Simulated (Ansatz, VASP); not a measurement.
# In in VASP and in Ansatz

```
In
1.0
    -1.65418    1.65418    2.33820
     1.65418   -1.65418    2.33820
     1.65418    1.65418   -2.33820
In
1
Cartesian
  0.0000 0.0000 0.0000
```

Alike in both runs: functional PBEsol; k mesh 18 × 18 × 18; occupations gaussian, width 0.1 eV; no spin polarisation.

Ansatz relaxed the structure, and its values are those at the end. VASP's run is a single point on that final structure, the one shown.

|  | VASP | Ansatz |
| --- | --- | --- |
| version | VASP 6.6.1 | Ansatz 0.2.0 |
| potentials or method | VASP PAW PBE potentials, release 64 (In_d), cutoff 520 eV | scalar-relativistic, plane waves, PAW |
| valence electrons in the cell | 13 | 13 |

|  | VASP | Ansatz | Ansatz less VASP |
| --- | --- | --- | --- |
| gap on the k mesh at the Fermi level (eV) | none | none | - |
| pressure (GPa) | 0.0 | 0.0 | +0.01 |

VASP's potentials were made for PBE, not for PBEsol. A gap of «none» marks a metal or a gap that the smearing closes.
